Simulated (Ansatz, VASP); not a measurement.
# KI: VASP beside Ansatz

File INCAR:

```
PREC = Accurate ; ENCUT = 520
EDIFF = 1E-6 ; ISMEAR = 0
SIGMA = 0.05 ; LREAL = False
LASPH = True ; NELM = 100
ALGO = Normal ; ISIF = 2
LWAVE = False ; LCHARG = True
GGA = PS ; LELF = True
LVHAR = True ; NBANDS = 15
```

KPOINTS

```
regular mesh
0
Gamma
  6 6 6
```

Contents of POSCAR:

```
KI
1.0
    0.0000000000      3.5245500000      3.5950410000
    3.5245500000      0.0000000000      3.5950410000
    3.5245500000      3.5245500000      0.0000000000
K I
1 1
Direct
    0.0000000000      0.0000000000      0.0000000000
    0.5000000000      0.5000000000      0.5000000000
```

Input for Ansatz:

```yaml
crystal:
  lattice:
    - [0.0, 3.52455, 3.595041]
    - [3.52455, 0.0, 3.595041]
    - [3.52455, 3.52455, 0.0]
  atoms:
    - { symbol: K, position: [0.0, 0.0, 0.0] }
    - { symbol: I, position: [0.5, 0.5, 0.5] }
basis:
  ecutwfc: 420
kpoints:
  mp_grid: { grid: [6, 6, 6] }
hamiltonian:
  xc: pbesol
scf:
  occupations: { method: gaussian, width: 0.05 }
output:
  forces: true
  stress: true
  eigenvalues: true
```

Change from the starting cell: strain +0.0200 x Voigt [0, 0, 1, 0, 0, 0], atoms carried along.

Alike in both runs: task single point; functional PBEsol; k mesh 6 × 6 × 6; occupations gaussian, width 0.05 eV; no spin polarisation.

|  | VASP | Ansatz |
| --- | --- | --- |
| version | VASP 6.6.1 | Ansatz 0.2.0 |
| potentials or method | VASP PAW PBE potentials, release 64 (K_sv, I), cutoff 520 eV | scalar-relativistic, plane waves, PAW |
| valence electrons in the cell | 16 | 26 |

|  | VASP | Ansatz | Ansatz less VASP |
| --- | --- | --- | --- |
| gap on the k mesh at the Fermi level (eV) | 3.79 | 3.79 | +0.004 |
| least direct gap on the mesh (eV) | 3.79 | 3.79 | +0.004 |
| pressure (GPa) | -0.4 | -0.4 | -0.03 |
| traceless stress, the component that is largest in VASP (GPa) | -0.27 | -0.27 | +0.005 |

VASP's potentials were made for PBE, not for PBEsol. VASP's potentials hold 16 valence electrons a cell and Ansatz's 26, so a difference there can come from the potentials and not from the codes.

Spin-orbit coupling is off throughout.
